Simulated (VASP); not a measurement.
# TaN (P6/mmm) in VASP: a series of runs, part 2 of 2

VASP 6.6.1. The steps go on from the part before.

## (4) Single point, LDA

This run uses another cell than the first one, of 10.96 Å³/atom, 1.042 times its volume.

INCAR

```
PREC = Accurate
ENCUT = 520
EDIFF = 1E-6
ISMEAR = -1
SIGMA = 0.1
LREAL = F
LASPH = T
NELM = 100
ALGO = Normal
ISIF = 2
LWAVE = F
LCHARG = F
GGA = CA
NBANDS = 33
```

KPOINTS

```
regular mesh
0
Gamma
  5 5 8
```

POSCAR

```
TaN
1.0
    5.1329717247      0.0000000000      0.0000000000
   -2.5664858623      4.4452839105      0.0000000000
    0.0000000000      0.0000000000      2.8823517394
Ta N
3 3
Direct
    0.0000000000      0.0000000000      0.0000000000
    0.3333333333      0.6666666667      0.5000000000
    0.6666666667      0.3333333333      0.5000000000
    0.5000000000      0.0000000000      0.0000000000
    0.5000000000      0.5000000000      0.0000000000
    0.0000000000      0.5000000000      0.0000000000
```

Potentials or basis: VASP PAW LDA potentials, release 64 (Ta_pv, N).

Command:

```console
$ cat potpaw_LDA.64/Ta_pv/POTCAR potpaw_LDA.64/N/POTCAR > POTCAR
$ mpirun -np 1 vasp_std > vasp.out
```

OUTCAR:

```text
PREC = Accurate
   ENCUT = 520
   EDIFF = 1E-6
   ISMEAR = -1
   LREAL = F
   LASPH = T
   NELM = 100
   ISIF = 2
   GGA = CA

 ion  position               nearest neighbor table
   1  0.000  0.000  0.000-   6 2.57   6 2.57   4 2.57   4 2.57   5 2.57   5 2.57   3 3.30   3 3.30
                             2 3.30   2 3.30   2 3.30   3 3.30   2 3.30   3 3.30   2 3.30   3 3.30
   2  0.333  0.667  0.500-   4 2.07   4 2.07   6 2.07   6 2.07   5 2.07   5 2.07   3 2.96   3 2.96
                             3 2.96   1 3.30   1 3.30   1 3.30   1 3.30   1 3.30   1 3.30
   3  0.667  0.333  0.500-   4 2.07   4 2.07   6 2.07   6 2.07   5 2.07   5 2.07   2 2.96   2 2.96
                             2 2.96   1 3.30   1 3.30   1 3.30   1 3.30   1 3.30   1 3.30
   4  0.500  0.000  0.000-   2 2.07   3 2.07   2 2.07   3 2.07   1 2.57   1 2.57
   5  0.500  0.500  0.000-   2 2.07   3 2.07   2 2.07   3 2.07   1 2.57   1 2.57
   6  0.000  0.500  0.000-   2 2.07   3 2.07   2 2.07   3 2.07   1 2.57   1 2.57

  LATTYP: Found a hexagonal cell.
 ALAT       =     5.1329717247
 C/A-ratio  =     0.5615366486

  Lattice vectors:

 A1 = (   5.1329717247,   0.0000000000,   0.0000000000)
 A2 = (  -2.5664858623,   4.4452839105,   0.0000000000)
 A3 = (   0.0000000000,   0.0000000000,   2.8823517394)

Analysis of symmetry for initial positions (statically):
=====================================================================
 Subroutine PRICEL returns:
 Original cell was already a primitive cell.

 Routine SETGRP: Setting up the symmetry group for a
 hexagonal supercell.

 Subroutine GETGRP returns: Found 24 space group operations
 (whereof 24 operations were pure point group operations)
 out of a pool of 24 trial point group operations.

The static configuration has the point symmetry D_6h.

Analysis of symmetry for dynamics (positions and initial velocities):
=====================================================================
 Subroutine PRICEL returns:
 Original cell was already a primitive cell.

[... 136 lines left out ...]
  Fermi-wavevector in a.u.,A,eV,Ry     =   1.473952  2.785366 29.559142  2.172536
  Thomas-Fermi vector in A             =   2.588783
   LORBIT       =      0    0 simple, 1 ext, 2 COOP (PROOUT), +10 PAW based schemes
   GGA     = CA    functional components
   LHFCALC =     F    Hartree Fock is set to
   AEXX    =    0.0000 exact exchange contribution
   IVDW    =     0    specifies the selected vdW correction
   LEPSILON=     F    determine dielectric tensor
   LRPA    =     F    only Hartree local field effects (RPA)
 non-spin polarized calculation
  energy-cutoff  :      520.00
  volume of cell :       65.77
 maximum number of plane-waves:      1798
 NGX is ok and might be reduce to    40
   NGX = 19   NGY = 19   NGZ = 11

 number of electron      47.9999996 magnetization

 Free energy of the ion-electron system (eV)
  ---------------------------------------------------
  ext. energy  EPLUGINS =         0.00000000
  ---------------------------------------------------
  free energy    TOTEN  =       -71.33787825 eV

  energy without entropy =      -71.30825873  energy(sigma->0) =      -71.32306849

 E-fermi :   8.4227     XC(G=0): -13.4416

 val. band max:        8.3858612882   @ k =   0.2000  -0.0000   0.3750
 cond. band min:       8.4308299128   @ k =   0.0000   0.0000   0.3750
 fundamental gap:      0.0449686246
 Fermi energy:         8.4227456345

 k-point     1 :       0.0000    0.0000    0.0000
  band No.  band energies     occupation
      1     -27.6057      2.00000
      2     -27.6057      2.00000
      3     -27.1699      2.00000
      4     -27.1699      2.00000
      5     -26.9422      2.00000
      6     -26.8005      2.00000
[... 853 lines left out ...]
     32      12.4961      0.00000
     33      14.0464      0.00000

 [... further k-points ...]

------------------------ aborting loop because EDIFF is reached ----------------------------------------

  FORCE on cell =-STRESS in cart. coord.  units (eV):
  Direction    XX          YY          ZZ          XY          YZ          ZX
  --------------------------------------------------------------------------------------
  -------------------------------------------------------------------------------------
  Total        2.7539865      2.7539865      3.0563048      0.0000000      0.0000000     -0.0000000
  in kB       67.0898827     67.0898827     74.4546618      0.0000000      0.0000000     -0.0000000
  external PRESSURE =      69.5448091 kB  Pullay stress =       0.0000000 kB

 VOLUME and BASIS-vectors are now :
 -----------------------------------------------------------------------------
  energy-cutoff  :      520.00
  volume of cell :       65.77
      direct lattice vectors                 reciprocal lattice vectors
     5.132971725  0.000000000  0.000000000     0.194818918  0.112478755  0.000000000
    -2.566485862  4.445283910  0.000000000     0.000000000  0.224957510  0.000000000
     0.000000000  0.000000000  2.882351739     0.000000000  0.000000000  0.346938920

 POSITION                                       TOTAL-FORCE (eV/Angst)
 -----------------------------------------------------------------------------------
      0.00000      0.00000      0.00000         0.000000      0.000000     -0.000000
     -0.00000      2.96352      1.44118         0.000000     -0.000000     -0.000000
      2.56649      1.48176      1.44118        -0.000000      0.000000      0.000000
      2.56649      0.00000      0.00000         0.000000      0.000000     -0.000000
      1.28324      2.22264      0.00000         0.000000      0.000000     -0.000000
     -1.28324      2.22264      0.00000         0.000000      0.000000     -0.000000
 -----------------------------------------------------------------------------------
    total drift:                               -0.000000      0.000000     -0.000000

  FREE ENERGIE OF THE ION-ELECTRON SYSTEM (eV)
  ---------------------------------------------------
  free  energy   TOTEN  =       -71.3378782498 eV

  energy  without entropy=      -71.3082587314  energy(sigma->0) =      -71.32306849
```

OSZICAR:

```text
N       E                     dE             d eps       ncg     rms          rms(c)
DAV:   1     0.439773898120E+03    0.43977E+03   -0.26137E+04  1650   0.153E+03
DAV:   2    -0.527524859391E+02   -0.49253E+03   -0.46832E+03  1890   0.442E+02
DAV:   3    -0.814673806163E+02   -0.28715E+02   -0.28117E+02  2040   0.103E+02
DAV:   4    -0.820478322364E+02   -0.58045E+00   -0.57475E+00  2060   0.136E+01
DAV:   5    -0.820630607623E+02   -0.15229E-01   -0.15203E-01  2123   0.172E+00    0.488E+01
DAV:   6    -0.720189979128E+02    0.10044E+02   -0.48099E+01  1987   0.386E+01    0.213E+01
DAV:   7    -0.715551119397E+02    0.46389E+00   -0.40765E+00  2076   0.145E+01    0.119E+01
DAV:   8    -0.713730967710E+02    0.18202E+00   -0.66108E-01  2039   0.523E+00    0.388E+00
DAV:   9    -0.713394519347E+02    0.33645E-01   -0.83371E-02  2045   0.260E+00    0.455E-01
DAV:  10    -0.713381995577E+02    0.12524E-02   -0.13543E-02  2032   0.636E-01    0.177E-01
DAV:  11    -0.713378910937E+02    0.30846E-03   -0.18924E-03  2057   0.288E-01    0.493E-02
DAV:  12    -0.713378790630E+02    0.12031E-04   -0.11996E-04  2019   0.699E-02    0.200E-02
DAV:  13    -0.713378782498E+02    0.81321E-06   -0.67717E-06  1977   0.174E-02
   1 F= -.71337878E+02 E0= -.71323068E+02  d E =-.296195E-01
```

stdout:

```text
POSCAR found type information on POSCAR TaN
 POSCAR found :  2 types and       6 ions
 scaLAPACK will be used
 LDA part: xc-table for (Slater(with rela. corr.)+CA(PZ))
 , standard interpolation
 POSCAR, INCAR and KPOINTS ok, starting setup
 FFT: planning ... GRIDC
 FFT: planning ... GRID_SOFT
 FFT: planning ... GRID
 WAVECAR not read
 entering main loop
```

It took 22 s on 1 thread of Intel Xeon 6975P-C (Granite Rapids), shared host; peak memory 0.18 GiB.

Results:

* Free energy: -71.3379 eV
* Pressure: 7.0 GPa
* Band gap on the k mesh: zero (band 24 reaches 9.30 eV, above the bottom of band 25 at 7.04 eV)

Stress tensor (GPa, compression positive):
```
6.71 0.00 0.00
0.00 6.71 0.00
0.00 0.00 7.45
```

Levels at points of the mesh, in eV from the Fermi level:
| k point | band 22 | band 23 | band 24 | band 25 | band 26 | band 27 |
| --- | --- | --- | --- | --- | --- | --- |
| (0.00, 0.00, 0.00) | -2.60 | -2.16 | -1.38 | -1.38 | 0.75 | 0.75 |
| (0.00, 0.00, 0.50) | -3.19 | -2.00 | 0.87 | 0.87 | 1.52 | 1.87 |

Caveat: spin-orbit coupling is left out, which moves the levels of the heavy elements.

## (5) Single point, LDA

This run uses another cell than the first one, of 11.13 Å³/atom, 1.058 times its volume.

INCAR

```
SYSTEM = TaN
ALGO     = Normal         ! electronic algorithm
EDIFF    = 1E-7           ! SCF threshold, eV
ENCUT    = 520            ! plane-wave cutoff, eV
ISIF     = 2              ! what is computed and relaxed
ISMEAR   = -1             ! smearing method
LASPH    = .True.         ! aspherical terms in the spheres
LCHARG   = .False.        ! write CHGCAR
LREAL    = .False.        ! projectors in reciprocal space
LWAVE    = .False.        ! write WAVECAR
NBANDS   = 33             ! bands
NELM     = 60             ! most SCF steps
PREC     = Accurate       ! precision mode
SIGMA    = 0.1            ! smearing width, eV
```

KPOINTS

```
k-points
0
Gamma
  5 5 8
  0 0 0
```

POSCAR, as its differences from that of step 4:

```diff
@@ -2,5 +2,5 @@
 1.0
-    5.1329717247      0.0000000000      0.0000000000
-   -2.5664858623      4.4452839105      0.0000000000
-    0.0000000000      0.0000000000      2.8823517394
+    5.1669620126      0.0000000000      0.0000000000
+   -2.5834810063      4.4747203633      0.0000000000
+    0.0000000000      0.0000000000      2.8887734781
 Ta N
```

Potentials or basis: VASP PAW LDA potentials, release 64 (Ta_pv, N).

Command:

```console
$ cat potpaw_LDA.64/Ta_pv/POTCAR potpaw_LDA.64/N/POTCAR > POTCAR
$ mpirun -np 1 vasp_std > vasp.out
```

OUTCAR:

```text
SYSTEM = TaN
   EDIFF = 1E-7
   ENCUT = 520
   ISIF = 2
   ISMEAR = -1
   LASPH = .True.
   LREAL = .False.
   NELM = 60
   PREC = Accurate

 ion  position               nearest neighbor table
   1  0.000  0.000  0.000-   5 2.58   6 2.58   6 2.58   5 2.58   4 2.58   4 2.58   3 3.31   3 3.31
                             2 3.31   2 3.31   2 3.31   3 3.31   2 3.31   3 3.31   2 3.31   3 3.31
   2  0.333  0.667  0.500-   4 2.08   4 2.08   6 2.08   6 2.08   5 2.08   5 2.08   3 2.98   3 2.98
                             3 2.98   1 3.31   1 3.31   1 3.31   1 3.31   1 3.31   1 3.31
   3  0.667  0.333  0.500-   4 2.08   4 2.08   6 2.08   6 2.08   5 2.08   5 2.08   2 2.98   2 2.98
                             2 2.98   1 3.31   1 3.31   1 3.31   1 3.31   1 3.31   1 3.31
   4  0.500  0.000  0.000-   2 2.08   3 2.08   2 2.08   3 2.08   1 2.58   1 2.58
   5  0.500  0.500  0.000-   2 2.08   3 2.08   2 2.08   3 2.08   1 2.58   1 2.58
   6  0.000  0.500  0.000-   2 2.08   3 2.08   2 2.08   3 2.08   1 2.58   1 2.58

  LATTYP: Found a hexagonal cell.
 ALAT       =     5.1669620126
 C/A-ratio  =     0.5590854880

  Lattice vectors:

 A1 = (   5.1669620126,   0.0000000000,   0.0000000000)
 A2 = (  -2.5834810063,   4.4747203633,   0.0000000000)
 A3 = (   0.0000000000,   0.0000000000,   2.8887734781)

Analysis of symmetry for initial positions (statically):
=====================================================================
 Subroutine PRICEL returns:
 Original cell was already a primitive cell.

 Routine SETGRP: Setting up the symmetry group for a
 hexagonal supercell.

 Subroutine GETGRP returns: Found 24 space group operations
 (whereof 24 operations were pure point group operations)
 out of a pool of 24 trial point group operations.

The static configuration has the point symmetry D_6h.

Analysis of symmetry for dynamics (positions and initial velocities):
=====================================================================
 Subroutine PRICEL returns:
 Original cell was already a primitive cell.

 Routine SETGRP: Setting up the symmetry group for a
 hexagonal supercell.

[... 134 lines left out ...]
  Thomas-Fermi vector in A             =   2.582136
   LORBIT       =      0    0 simple, 1 ext, 2 COOP (PROOUT), +10 PAW based schemes
   GGA     = CA    functional components
   LHFCALC =     F    Hartree Fock is set to
   AEXX    =    0.0000 exact exchange contribution
   IVDW    =     0    specifies the selected vdW correction
   LEPSILON=     F    determine dielectric tensor
   LRPA    =     F    only Hartree local field effects (RPA)
 non-spin polarized calculation
  energy-cutoff  :      520.00
  volume of cell :       66.79
 maximum number of plane-waves:      1826
 NGX is ok and might be reduce to    40
   NGX = 19   NGY = 19   NGZ = 11

 number of electron      48.0000002 magnetization

 Free energy of the ion-electron system (eV)
  ---------------------------------------------------
  ext. energy  EPLUGINS =         0.00000000
  ---------------------------------------------------
  free energy    TOTEN  =       -71.36571246 eV

  energy without entropy =      -71.33566686  energy(sigma->0) =      -71.35068966

 E-fermi :   8.2545     XC(G=0): -13.3581

 val. band max:        8.2322914276   @ k =   0.2000  -0.0000   0.3750
 cond. band min:       8.2650693995   @ k =   0.2000  -0.0000   0.2500
 fundamental gap:      0.0327779719
 Fermi energy:         8.2545244771

 k-point     1 :       0.0000    0.0000    0.0000
  band No.  band energies     occupation
      1     -27.7762      2.00000
      2     -27.7762      2.00000
      3     -27.3588      2.00000
      4     -27.3588      2.00000
      5     -27.1340      2.00000
      6     -26.9962      2.00000
[... 853 lines left out ...]
     32      12.2414      0.00000
     33      13.7101      0.00000

 [... further k-points ...]

------------------------ aborting loop because EDIFF is reached ----------------------------------------

  FORCE on cell =-STRESS in cart. coord.  units (eV):
  Direction    XX          YY          ZZ          XY          YZ          ZX
  --------------------------------------------------------------------------------------
  -------------------------------------------------------------------------------------
  Total        0.6655333      0.6655333      0.9575951     -0.0000000      0.0000000      0.0000000
  in kB       15.9648810     15.9648810     22.9708899     -0.0000000      0.0000000      0.0000000
  external PRESSURE =      18.3002173 kB  Pullay stress =       0.0000000 kB

 VOLUME and BASIS-vectors are now :
 -----------------------------------------------------------------------------
  energy-cutoff  :      520.00
  volume of cell :       66.79
      direct lattice vectors                 reciprocal lattice vectors
     5.166962013  0.000000000  0.000000000     0.193537324  0.111738826  0.000000000
    -2.583481006  4.474720363  0.000000000     0.000000000  0.223477652  0.000000000
     0.000000000  0.000000000  2.888773478     0.000000000  0.000000000  0.346167676

 POSITION                                       TOTAL-FORCE (eV/Angst)
 -----------------------------------------------------------------------------------
      0.00000      0.00000      0.00000        -0.000000      0.000000     -0.000000
     -0.00000      2.98315      1.44439         0.000000      0.000000      0.000000
      2.58348      1.49157      1.44439        -0.000000     -0.000000     -0.000000
      2.58348      0.00000      0.00000        -0.000000      0.000000     -0.000000
      1.29174      2.23736      0.00000         0.000000      0.000000     -0.000000
     -1.29174      2.23736      0.00000        -0.000000      0.000000     -0.000000
 -----------------------------------------------------------------------------------
    total drift:                               -0.000000      0.000000     -0.000000

  FREE ENERGIE OF THE ION-ELECTRON SYSTEM (eV)
  ---------------------------------------------------
  free  energy   TOTEN  =       -71.3657124570 eV

  energy  without entropy=      -71.3356668596  energy(sigma->0) =      -71.35068966
```

OSZICAR:

```text
N       E                     dE             d eps       ncg     rms          rms(c)
DAV:   1     0.434189898112E+03    0.43419E+03   -0.25963E+04  1650   0.152E+03
DAV:   2    -0.541141298576E+02   -0.48830E+03   -0.46615E+03  1900   0.441E+02
DAV:   3    -0.815676976592E+02   -0.27454E+02   -0.26890E+02  2057   0.998E+01
DAV:   4    -0.820807048801E+02   -0.51301E+00   -0.50778E+00  2105   0.128E+01
DAV:   5    -0.820916860575E+02   -0.10981E-01   -0.10968E-01  2092   0.151E+00    0.475E+01
DAV:   6    -0.720616328081E+02    0.10030E+02   -0.48741E+01  1954   0.384E+01    0.207E+01
DAV:   7    -0.715840039395E+02    0.47763E+00   -0.42228E+00  2051   0.144E+01    0.116E+01
DAV:   8    -0.714046746185E+02    0.17933E+00   -0.69155E-01  2065   0.522E+00    0.391E+00
DAV:   9    -0.713673710217E+02    0.37304E-01   -0.92234E-02  2042   0.271E+00    0.466E-01
DAV:  10    -0.713660769486E+02    0.12941E-02   -0.15243E-02  2071   0.655E-01    0.185E-01
DAV:  11    -0.713657350973E+02    0.34185E-03   -0.23280E-03  2056   0.307E-01    0.555E-02
DAV:  12    -0.713657131172E+02    0.21980E-04   -0.17564E-04  2026   0.802E-02    0.209E-02
DAV:  13    -0.713657124258E+02    0.69141E-06   -0.85555E-06  2031   0.190E-02    0.402E-03
DAV:  14    -0.713657125667E+02   -0.14094E-06   -0.10963E-06  1891   0.582E-03    0.325E-03
DAV:  15    -0.713657124571E+02    0.10958E-06   -0.53138E-07  1774   0.448E-03    0.307E-04
DAV:  16    -0.713657124570E+02    0.12460E-09   -0.17533E-08  1026   0.925E-04
   1 F= -.71365712E+02 E0= -.71350690E+02  d E =-.300456E-01
```

stdout:

```text
POSCAR found type information on POSCAR TaN
 POSCAR found :  2 types and       6 ions
 scaLAPACK will be used
 LDA part: xc-table for (Slater(with rela. corr.)+CA(PZ))
 , standard interpolation
 POSCAR, INCAR and KPOINTS ok, starting setup
 FFT: planning ... GRIDC
 FFT: planning ... GRID_SOFT
 FFT: planning ... GRID
 WAVECAR not read
 entering main loop
```

It took 24 s on 1 thread of Intel Xeon 6975P-C (Granite Rapids), shared host; peak memory 0.18 GiB.

Results:

```
Free energy            : -71.3657 eV
Pressure               : 1.8 GPa
Band gap on the k mesh : zero (band 24 reaches 9.10 eV, above the bottom of band 25 at 6.89 eV)
```

Stress tensor (GPa, compression positive):
```
1.60 0.00 0.00
0.00 1.60 0.00
0.00 0.00 2.30
```

Levels at points of the mesh, in eV from the Fermi level:
```csv
k point,band 22,band 23,band 24,band 25,band 26,band 27
"(0.00, 0.00, 0.00)",-2.57,-2.16,-1.36,-1.36,0.77,0.77
"(0.00, 0.00, 0.50)",-3.17,-1.98,0.85,0.85,1.54,1.79
```

Caveat: spin-orbit coupling is left out, which moves the levels of the heavy elements.

## (6) Overview

```csv
cell,gap on the mesh (eV),pressure (GPa)
"a = 5.043, b = 5.043, c = 2.866 Å, angles 90.0, 90.0, 120.0°, 6 atoms",none,22.3
"a = 5.101, b = 5.101, c = 2.876 Å, angles 90.0, 90.0, 120.0°, 6 atoms",none,12.1
"a = 5.133, b = 5.133, c = 2.882 Å, angles 90.0, 90.0, 120.0°, 6 atoms",none,7.0
"a = 5.167, b = 5.167, c = 2.889 Å, angles 90.0, 90.0, 120.0°, 6 atoms",none,1.8
```

Alike in all rows: task single point; level LDA; potentials or basis VASP PAW LDA potentials, release 64 (Ta_pv, N); no spin polarisation; k mesh 5 × 5 × 8; cutoff (eV) 520; smearing fermi-dirac 0.1 eV.

Caveats: spin-orbit coupling is left out, which moves the levels of the heavy elements.

Absolute energies hang on the potentials; compare differences alone.
